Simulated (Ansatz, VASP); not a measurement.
## In in VASP and in Ansatz

```
In
1.0
    -2.03313    2.03313    1.95783
     2.03313   -2.03313    1.95783
     2.03313    2.03313   -1.95783
In
1
Direct
  0.00000 0.00000 0.00000
```

Change from the starting cell: strain +0.080 along x and y, +0.040 along z, atoms carried along.

Alike in both runs: task single point; functional PBE; k mesh 18 × 18 × 18; occupations gaussian, width 0.15 eV; no spin polarisation.

```csv
,VASP,Ansatz
version,VASP 6.6.1,Ansatz 0.2.0
potentials or method,"VASP PAW PBE potentials, release 64 (In_d), cutoff 520 eV","scalar-relativistic, plane waves, PAW"
valence electrons in the cell,13,13
```

|  | VASP | Ansatz | Ansatz less VASP |
| --- | --- | --- | --- |
| gap on the k mesh at the Fermi level (eV) | none | none | - |
| pressure (GPa) | -3.6 | -3.5 | +0.03 |
| traceless stress, the component that is largest in VASP (GPa) | 0.10 | 0.09 | -0.001 |

A gap of «none» marks a metal or a gap that the smearing closes.
